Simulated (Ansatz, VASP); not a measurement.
## ZrB2 in VASP and in Ansatz

```
Zr B
1.0
     3.16500    0.00000    0.00000
    -1.58250    2.74097    0.00000
     0.00000    0.00000    3.55520
Zr B
1 2
Direct
  0.00000 0.00000 0.00000
  0.33333 0.66667 0.50000
  0.66667 0.33333 0.50000
```

Change from the starting cell: zz strain of +1 %.

Alike in both runs: task single point; functional PBE; k mesh 12 × 12 × 9; occupations fermi-dirac, width 0.05 eV; no spin polarisation.

```csv
,VASP,Ansatz
version,VASP 6.6.1,Ansatz 0.2.0
potentials or method,"VASP PAW PBE potentials, release 64 (Zr_sv, B), cutoff 520 eV","all-electron LAPW, scalar-relativistic"
```

|  | VASP | Ansatz | Ansatz less VASP |
| --- | --- | --- | --- |
| pressure (GPa) | 0.3 | 0.1 | -0.11 |
| traceless stress, the component that is largest in VASP (GPa) | -1.16 | -1.16 | -0.002 |

Ansatz ran all-electron here, and VASP with PAW potentials.
